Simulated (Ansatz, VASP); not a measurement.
MnO: VASP beside Ansatz

```
CELL_PARAMETERS angstrom
0.00000 2.22200 2.22200
2.22200 0.00000 2.22200
2.22200 2.22200 0.00000
ATOMIC_POSITIONS crystal
Mn 0.00000 0.00000 0.00000
O 0.50000 0.50000 0.50000
```

Alike in both runs: task single point; functional PBE; k mesh 10 × 10 × 10; occupations gaussian, width 0.05 eV; collinear spin; Hubbard terms Mn d U = 3.9 eV.

|  | VASP | Ansatz |
| --- | --- | --- |
| version | VASP 6.6.1 | Ansatz 0.2.0 |
| potentials or method | VASP PAW PBE potentials, release 64 (Mn_sv, O), cutoff 600 eV | scalar-relativistic, plane waves, PAW |
| valence electrons in the cell | 21 | 21 |

|  | VASP | Ansatz | Ansatz less VASP |
| --- | --- | --- | --- |
| gap on the k mesh at the Fermi level (eV) | 0.16 | 0.13 | -0.038 |
| least direct gap on the mesh (eV) | 2.73 | 2.59 | -0.135 |
| pressure (GPa) | 5.2 | 9.6 | +4.34 |
| net moment per atom (μB) | 2.50 | 2.50 | 0.000 |
| size of the moment on the site where the two differ most (μB) | 4.49 | 4.28 | -0.217 |

Site moments also hang on the region over which each program counts them. The programs project onto different local orbitals, so the same U acts differently, and such runs can settle in different states. Ansatz's warnings: stability check not made.
